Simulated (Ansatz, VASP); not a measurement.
## Al8H: VASP beside Ansatz

```
Al H
1.0
     5.71352    0.00000    0.00000
     0.00000    8.08013    0.00000
     0.00000    0.00000   22.24328
Al H
16 2
Direct
  0.25000 0.25000 0.17983
  0.25000 0.75000 0.17983
  0.75000 0.25000 0.17983
  0.75000 0.75000 0.17983
  0.00000 0.00000 0.24405
  0.00000 0.50000 0.24405
  0.50000 0.00000 0.24405
  0.50000 0.50000 0.24405
  0.25000 0.25000 0.31026
  0.25000 0.75000 0.31026
  0.75000 0.25000 0.31026
  0.75000 0.75000 0.31026
  0.00000 0.00000 0.37060
  0.00000 0.50000 0.37060
  0.50000 0.00000 0.37060
  0.50000 0.50000 0.37060
  0.75000 0.94313 0.44837
  0.75000 0.05687 0.44837
```

Alike in both runs: task single point; functional PBE; k mesh 5 × 4 × 1; occupations gaussian, width 0.1 eV; no spin polarisation.

|  | VASP | Ansatz |
| --- | --- | --- |
| version | VASP 6.6.1 | Ansatz 0.2.0 |
| potentials or method | VASP PAW PBE potentials, release 64 (Al, H), cutoff 520 eV | scalar-relativistic, plane waves, PAW |
| valence electrons in the cell | 50 | 50 |

```tsv
	VASP	Ansatz	Ansatz less VASP
gap on the k mesh at the Fermi level (eV)	none	none	-
rms of the force components (eV/Å)	0.581	0.581	0.0000
```

Atom by atom the forces differ by 0.001 eV/Å (rms over components). A gap of «none» marks a metal or a gap that the smearing closes.
